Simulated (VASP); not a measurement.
Input of a VASP 6.6.1 run:

Contents of POSCAR:

```
Ge
1.0
    0.0000000000      2.8360149687      2.8360149687
    2.8360149687      0.0000000000      2.8360149687
    2.8360149687      2.8360149687      0.0000000000
Ge
2
Direct
    0.5000000000      0.5000000000      0.5000000000
    0.7500000000      0.7500000000      0.7500000000
```

The input INCAR.step1:

```
PREC = Accurate
ENCUT = 520
ISMEAR = -1
SIGMA = 0.05
LREAL = False
LASPH = True
NELM = 60
NBANDS = 21
GGA = PE
ALGO = Normal
EDIFF = 1E-4
LWAVE = True
LCHARG = False
```

INCAR.step2

```
PREC = Accurate
ENCUT = 520
EDIFF = 1E-7
ISMEAR = -1
SIGMA = 0.05
LREAL = False
LASPH = True
NELM = 60
ALGO = Normal
ISIF = 2
LWAVE = False
LCHARG = False
METAGGA = R2SCAN
LMIXTAU = True
NBANDS = 21
ISTART = 1
```

File KPOINTS:

```
regular mesh
0
Gamma
  10 10 10
```

Potentials or basis: VASP PAW PBE potentials, release 64 (Ge_d).

Launch:

```bash
$ cat potpaw_PBE.64/Ge_d/POTCAR > POTCAR
$ cp INCAR.step1 INCAR
$ mpirun -np 1 vasp_std > vasp.out
$ cp INCAR.step2 INCAR
$ mpirun -np 1 vasp_std > vasp.out
```

(1) What does it give for the pressure?

(2) Estimate the band gap on the k mesh.

## Answers

(1) 0.1 GPa.

(2) 0.33 eV.

Caveat: the PAW data sets were made with another functional, which shifts forces and pressure a little.
